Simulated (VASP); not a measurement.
# WSe4 (Pm-3m) in VASP: further runs

Runs on WSe4. Level: PBE. Tasks: single point, relaxation of cell and atoms.

All numbers are computed with VASP 6.6.1; they aren't measurements. Logs are shortened: lines on timing, memory, paths and dates and some standing lists are left out, and cuts for length are marked.

**1. The cell of the first run**

It takes space group Pm-3m (No. 221, cubic). The conventional cell has a = 5.381 Å, b = 5.381 Å, c = 5.381 Å, α = 90.00°, β = 90.00°, γ = 90.00°. Within 3.5 Å of W (site symmetry m-3m) lie 6 Se at 2.69 Å. Se (site symmetry m-3m) has 12 Se at 3.80 Å and 8 W at 4.66 Å within 5.0 Å. Se (site symmetry 4/mmm) has 2 W at 2.69 Å within 3.5 Å.

The cell was built from a structure type or drawn by symmetry, and may not be a known phase.

**2. Single point, PBE, collinear spin**

Input file INCAR:

```
SYSTEM = WSe4
ALGO = Normal
EDIFF = 1E-6
ENCUT = 520
GGA = PE
ISIF = 2
ISMEAR = 0
ISPIN = 2
LASPH = .TRUE.
LCHARG = .FALSE.
LMAXMIX = 4
LORBIT = 11
LREAL = .FALSE.
LWAVE = .FALSE.
MAGMOM = -0.08 1.49 0.13 0.13 0.13
NBANDS = 31
NELM = 150
PREC = Accurate
SIGMA = 0.1
```

Input file KPOINTS:

```
k-points
0
G
  4 4 4
  0 0 0
```

Input file POSCAR:

```
WSe4
1.0
    5.3808545000      0.0000000000      0.0000000000
    0.0000000000      5.3808545000      0.0000000000
    0.0000000000      0.0000000000      5.3808545000
W Se
1 4
Direct
    0.5000000000      0.5000000000      0.5000000000
    0.0000000000      0.0000000000      0.0000000000
    0.0000000000      0.5000000000      0.5000000000
    0.5000000000      0.0000000000      0.5000000000
    0.5000000000      0.5000000000      0.0000000000
```

Potentials or basis: VASP PAW PBE potentials, release 64 (W_sv, Se).

Launch:

```sh
$ cat potpaw_PBE.64/W_sv/POTCAR potpaw_PBE.64/Se/POTCAR > POTCAR
$ mpirun -np 1 vasp_std > vasp.out
```

OUTCAR:

```text
SYSTEM = WSe4
   EDIFF = 1E-6
   ENCUT = 520
   GGA = PE
   ISIF = 2
   ISMEAR = 0
   ISPIN = 2
   LASPH = .TRUE.
   LORBIT = 11
   LREAL = .FALSE.
   NELM = 150
   PREC = Accurate

 ion  position               nearest neighbor table
   1  0.500  0.500  0.500-   3 2.69   4 2.69   5 2.69   5 2.69   4 2.69   3 2.69
   2  0.000  0.000  0.000-
   3  0.000  0.500  0.500-   1 2.69   1 2.69
   4  0.500  0.000  0.500-   1 2.69   1 2.69
   5  0.500  0.500  0.000-   1 2.69   1 2.69

  LATTYP: Found a simple cubic cell.
 ALAT       =     5.3808545000

  Lattice vectors:

 A1 = (   5.3808545000,   0.0000000000,   0.0000000000)
 A2 = (   0.0000000000,   5.3808545000,   0.0000000000)
 A3 = (   0.0000000000,   0.0000000000,   5.3808545000)

Analysis of symmetry for initial positions (statically):
=====================================================================
 Subroutine PRICEL returns:
 Original cell was already a primitive cell.

 Routine SETGRP: Setting up the symmetry group for a
 simple cubic supercell.

 Subroutine GETGRP returns: Found 48 space group operations
 (whereof 48 operations were pure point group operations)
 out of a pool of 48 trial point group operations.

The static configuration has the point symmetry O_h .

Analysis of symmetry for dynamics (positions and initial velocities):
=====================================================================
 Subroutine PRICEL returns:
 Original cell was already a primitive cell.

 Routine SETGRP: Setting up the symmetry group for a
 simple cubic supercell.

 Subroutine GETGRP returns: Found 48 space group operations
 (whereof 48 operations were pure point group operations)
 out of a pool of 48 trial point group operations.

The dynamic configuration has the point symmetry O_h .

Analysis of structural, dynamic, and magnetic symmetry:
=====================================================================
 Subroutine PRICEL returns:
 Original cell was already a primitive cell.

 Routine SETGRP: Setting up the symmetry group for a
 simple cubic supercell.

 Subroutine GETGRP returns: Found 48 space group operations
 (whereof 48 operations were pure point group operations)
 out of a pool of 48 trial point group operations.

The overall configuration has the point symmetry O_h .

 Subroutine INISYM returns: Found 48 space group operations
 (whereof 48 operations are pure point group operations),
 and found     1 'primitive' translations

----------------------------------------------------------------------------------------

                                     Primitive cell

  volume of cell :     155.7951

  direct lattice vectors                    reciprocal lattice vectors
     5.380854500  0.000000000  0.000000000     0.185844089  0.000000000  0.000000000
     0.000000000  5.380854500  0.000000000     0.000000000  0.185844089  0.000000000
     0.000000000  0.000000000  5.380854500     0.000000000  0.000000000  0.185844089

  length of vectors
     5.380854500  5.380854500  5.380854500     0.185844089  0.185844089  0.185844089

  position of ions in fractional coordinates (direct lattice)
     0.500000000  0.500000000  0.500000000
     0.000000000  0.000000000  0.000000000
     0.000000000  0.500000000  0.500000000
     0.500000000  0.000000000  0.500000000
     0.500000000  0.500000000  0.000000000

  ion indices of the primitive-cell ions
   primitive index   ion index
                 1           1
                 2           2
                 3           3
                 4           4
                 5           5

----------------------------------------------------------------------------------------

 KPOINTS: k-points

Automatic generation of k-mesh.
 Grid dimensions read from file:
 generate k-points for:    4    4    4

 Generating k-lattice:

  Cartesian coordinates                     Fractional coordinates (reciprocal lattice)
     0.046461022  0.000000000  0.000000000     0.250000000  0.000000000  0.000000000
     0.000000000  0.046461022  0.000000000     0.000000000  0.250000000  0.000000000
     0.000000000  0.000000000  0.046461022     0.000000000  0.000000000  0.250000000

  Length of vectors
     0.046461022  0.046461022  0.046461022

  Shift w.r.t. Gamma in fractional coordinates (k-lattice)
     0.000000000  0.000000000  0.000000000

 Subroutine IBZKPT returns following result:
 ===========================================

 Found     10 irreducible k-points:

 Following reciprocal coordinates:
            Coordinates               Weight
  0.000000  0.000000  0.000000      1.000000
  0.250000  0.000000  0.000000      6.000000
  0.500000  0.000000  0.000000      3.000000
  0.250000  0.250000  0.000000     12.000000
  0.500000  0.250000  0.000000     12.000000
  0.500000  0.500000  0.000000      3.000000
  0.250000  0.250000  0.250000      8.000000
  0.500000  0.250000  0.250000     12.000000
  0.500000  0.500000  0.250000      6.000000
  0.500000  0.500000  0.500000      1.000000
   k-points           NKPTS =     10   k-points in BZ     NKDIM =     10   number of bands    NBANDS=     31
   number of dos      NEDOS =    301   number of ions     NIONS =      5
   total plane-waves  NPLWV =  64000
   dimension x,y,z NGX =    40 NGY =   40 NGZ =   40
   dimension x,y,z NGXF=    80 NGYF=   80 NGZF=   80
   ions per type =               1   4
   NGX,Y,Z   is equivalent  to a cutoff of  12.36, 12.36, 12.36 a.u.
   NGXF,Y,Z  is equivalent  to a cutoff of  24.72, 24.72, 24.72 a.u.
 SYSTEM =  WSe4
   PREC   = accura    normal or accurate (medium, high low for compatibility)
   ISTART =      0    job   : 0-new  1-cont  2-samecut
   ICHARG =      2    charge: 1-file 2-atom 10-const
   ISPIN  =      2    spin polarized calculation?
   LNONCOLLINEAR =      F non collinear calculations
   LSORBIT =      F    spin-orbit coupling
   LASPH  =      T    aspherical Exc in radial PAW
   ENCUT  =  520.0 eV  38.22 Ry    6.18 a.u.  10.00 10.00 10.00*2*pi/ulx,y,z
   NELM   =    150;   NELMIN=  2; NELMDL= -5     # of ELM steps
   EDIFF  = 0.1E-05   stopping-criterion for ELM
   LREAL  =      F    real-space projection
   EDIFFG = 0.1E-04   stopping-criterion for IOM
   NSW    =      0    number of steps for IOM
   IBRION =     -1    ionic relax: 0-MD 1-quasi-New 2-CG
   NFREE  =      0    steps in history (QN), initial steepest desc. (CG)
   ISIF   =      2    stress and relaxation
   ISYM   =      2    0-nonsym 1-usesym 2-fastsym
   POTIM  = 0.5000    time-step for ionic-motion
   TEBEG  =    0.0;   TEEND  =   0.0 temperature during run
   PSTRESS=    0.0 pullay stress
   NELECT =      38.0000    total number of electrons
   NUPDOWN=      -1.0000    fix difference up-down
   EMIN   =  10.00;   EMAX   =-10.00  energy-range for DOS
   EFERMI =   0.00;   METHOD = LEGACY
   ISMEAR =     0;   SIGMA  =   0.10  broadening in eV -4-tet -1-fermi 0-gaus
   EFERMI_NEDOS =   21; number of points for ismear=-14 and -15
   IALGO  =     38    algorithm
   IMIX   =      4    mixing-type and parameters
     AMIX     =   0.40;   BMIX     =  1.00
     AMIX_MAG =   1.60;   BMIX_MAG =  1.00
  volume/ion in A,a.u.               =      31.16       210.27
  Fermi-wavevector in a.u.,A,eV,Ry     =   1.022865  1.932934 14.235120  1.046252
  Thomas-Fermi vector in A             =   2.156567
   LORBIT       =     11    0 simple, 1 ext, 2 COOP (PROOUT), +10 PAW based schemes
   GGA     = PE    functional components
   LHFCALC =     F    Hartree Fock is set to
   AEXX    =    0.0000 exact exchange contribution
   IVDW    =     0    specifies the selected vdW correction
   LEPSILON=     F    determine dielectric tensor
   LRPA    =     F    only Hartree local field effects (RPA)
 spin polarized calculation
 Gauss-broadening in eV      SIGMA  =   0.10
  energy-cutoff  :      520.00
  volume of cell :      155.80
 maximum number of plane-waves:      4224
   NGX = 21   NGY = 21   NGZ = 21

 number of electron      37.9999996 magnetization       1.8627591

 Free energy of the ion-electron system (eV)
  ---------------------------------------------------
  ext. energy  EPLUGINS =         0.00000000
  ---------------------------------------------------
  free energy    TOTEN  =       -22.86667140 eV

  energy without entropy =      -22.83058539  energy(sigma->0) =      -22.84862839

 E-fermi :   1.5859     XC(G=0):  -8.6756

 val. band max:        1.5843988389   @ k =   0.5000   0.5000   0.5000
 cond. band min:       1.6087514222   @ k =   0.5000   0.5000   0.0000
 fundamental gap:      0.0243525833
 Fermi energy:         1.5858762111

 spin component 1

 k-point     1 :       0.0000    0.0000    0.0000
  band No.  band energies     occupation
      1     -73.7654      1.00000
      2     -37.8294      1.00000
      3     -37.8294      1.00000
      4     -37.8294      1.00000
      5     -11.6195      1.00000
      6     -10.6007      1.00000
[... 329 lines left out ...]
     30      10.4059      0.00000
     31      10.4059      0.00000
 Fermi energy:         1.5858762111

 spin component 2

 k-point     1 :       0.0000    0.0000    0.0000
  band No.  band energies     occupation
      1     -73.8048      1.00000
      2     -37.8823      1.00000
      3     -37.8823      1.00000
      4     -37.8823      1.00000
      5     -11.4369      1.00000
      6     -10.4652      1.00000
[... 329 lines left out ...]
     30      10.6528      0.00000
     31      10.6528      0.00000

------------------------ aborting loop because EDIFF is reached ----------------------------------------

  FORCE on cell =-STRESS in cart. coord.  units (eV):
  Direction    XX          YY          ZZ          XY          YZ          ZX
  --------------------------------------------------------------------------------------
  -------------------------------------------------------------------------------------
  Total      -11.2129995    -11.2129995    -11.2129995      0.0000000     -0.0000000      0.0000000
  in kB     -115.3130975   -115.3130975   -115.3130975      0.0000000     -0.0000000      0.0000000
  external PRESSURE =    -115.3130975 kB  Pullay stress =       0.0000000 kB

 VOLUME and BASIS-vectors are now :
 -----------------------------------------------------------------------------
  energy-cutoff  :      520.00
  volume of cell :      155.80
      direct lattice vectors                 reciprocal lattice vectors
     5.380854500  0.000000000  0.000000000     0.185844089  0.000000000  0.000000000
     0.000000000  5.380854500  0.000000000     0.000000000  0.185844089  0.000000000
     0.000000000  0.000000000  5.380854500     0.000000000  0.000000000  0.185844089

 POSITION                                       TOTAL-FORCE (eV/Angst)
 -----------------------------------------------------------------------------------
      2.69043      2.69043      2.69043         0.000000      0.000000      0.000000
      0.00000      0.00000      0.00000         0.000000      0.000000      0.000000
      0.00000      2.69043      2.69043         0.000000      0.000000      0.000000
      2.69043      0.00000      2.69043         0.000000      0.000000      0.000000
      2.69043      2.69043      0.00000         0.000000      0.000000      0.000000
 -----------------------------------------------------------------------------------
    total drift:                               -0.000000      0.000000     -0.000000

  FREE ENERGIE OF THE ION-ELECTRON SYSTEM (eV)
  ---------------------------------------------------
  free  energy   TOTEN  =       -22.8666713977 eV

  energy  without entropy=      -22.8305853872  energy(sigma->0) =      -22.84862839

 total charge

# of ion       s       p       d       tot
------------------------------------------
    1        2.272   6.151   3.093  11.516
    2        1.511   2.056   0.004   3.571
    3        1.466   2.205   0.020   3.691
    4        1.466   2.205   0.020   3.691
    5        1.466   2.205   0.020   3.691
--------------------------------------------------
tot          8.182  14.821   3.158  26.161

 magnetization (x)

# of ion       s       p       d       tot
------------------------------------------
    1       -0.002   0.001  -0.079  -0.080
    2        0.019   0.860   0.001   0.880
    3        0.003   0.111   0.000   0.114
    4        0.003   0.111   0.000   0.114
    5        0.003   0.111   0.000   0.114
--------------------------------------------------
tot          0.027   1.194  -0.078   1.144
```

It took 68 s on 1 thread of Intel Xeon 6975P-C (Granite Rapids), shared host; peak memory 0.31 GiB.

Results:

- Free energy: -22.8667 eV
- Pressure: -11.5 GPa
- Net moment: 1.86 μB per cell
- Site moments: W -0.08; Se +0.88, +0.11 (each value once) μB
- Valence electrons inside the program's atomic spheres: W 11.52; Se 3.57, 3.69 (each value once)

Levels at points of the mesh, in eV from the Fermi level:
Spin up:
| k point | band 16 | band 17 | band 18 | band 19 | band 20 | band 21 | band 22 | band 23 | band 24 | band 25 |
| --- | --- | --- | --- | --- | --- | --- | --- | --- | --- | --- |
| (0.00, 0.00, 0.00) | -0.92 | -0.92 | -0.90 | -0.90 | -0.90 | 0.19 | 0.19 | 0.22 | 0.22 | 0.22 |
| (0.50, 0.00, 0.00) | -1.20 | -0.88 | -0.85 | -0.85 | -0.73 | -0.73 | 0.19 | 0.82 | 1.08 | 1.08 |
| (0.50, 0.50, 0.00) | -2.38 | -1.26 | -0.08 | -0.08 | 0.02 | 0.43 | 0.96 | 0.96 | 1.14 | 5.12 |
| (0.50, 0.50, 0.50) | -0.75 | -0.75 | 0.04 | 0.04 | 0.04 | 1.55 | 1.55 | 1.55 | 5.14 | 5.14 |
Spin down:
```csv
k point,band 15,band 16,band 17,band 18,band 19,band 20,band 21,band 22
"(0.00, 0.00, 0.00)",-0.94,-0.94,-0.94,-0.76,-0.76,-0.76,0.17,0.17
"(0.50, 0.00, 0.00)",-1.04,-0.95,-0.59,-0.59,-0.25,0.05,0.05,0.17
"(0.50, 0.50, 0.00)",-1.92,-1.92,-0.15,0.20,0.42,0.74,0.74,1.00
"(0.50, 0.50, 0.50)",0.00,0.00,0.00,0.22,0.22,0.22,1.84,1.84
```

Caveat: the cell stands under tension; spin-orbit coupling is left out, which moves the levels of the heavy elements.

(Part 1 of 2 ends here.)
